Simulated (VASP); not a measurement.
Here is a VASP 6.6.1 calculation.

File INCAR:

```
  PREC = Accurate
  ENCUT = 1330
  EDIFF = 1E-6
  ISMEAR = -1
  SIGMA = 0.02
  LREAL = False
  LASPH = True
  NELM = 120
  ALGO = Normal
  ISIF = 2
  LWAVE = False
  LCHARG = False
  GGA = CA
  NBANDS = 11
  GGA_COMPAT = False
```

Contents of KPOINTS:

```
regular mesh
0
Gamma
  10 10 10
```

Contents of POSCAR:

```
BN
1.0
    0.0000000000      1.7902647164      1.7902647164
    1.7902647164      0.0000000000      1.7902647164
    1.7902647164      1.7902647164      0.0000000000
B N
1 1
Direct
    0.0000000000      0.0000000000      0.0000000000
    0.2500000000      0.2500000000      0.2500000000
```

Potentials or basis: VASP PAW LDA potentials, release 64 (B_h, N_h).

Command:

```console
$ cat potpaw_LDA.64/B_h/POTCAR potpaw_LDA.64/N_h/POTCAR > POTCAR
$ mpirun -np 1 vasp_std > vasp.out
```

(1) Estimate the pressure.

(2) What does it give for the band gap on the k mesh?

Results:

(1) 0.7 GPa.

(2) 4.38 eV (least direct gap 8.82 eV).
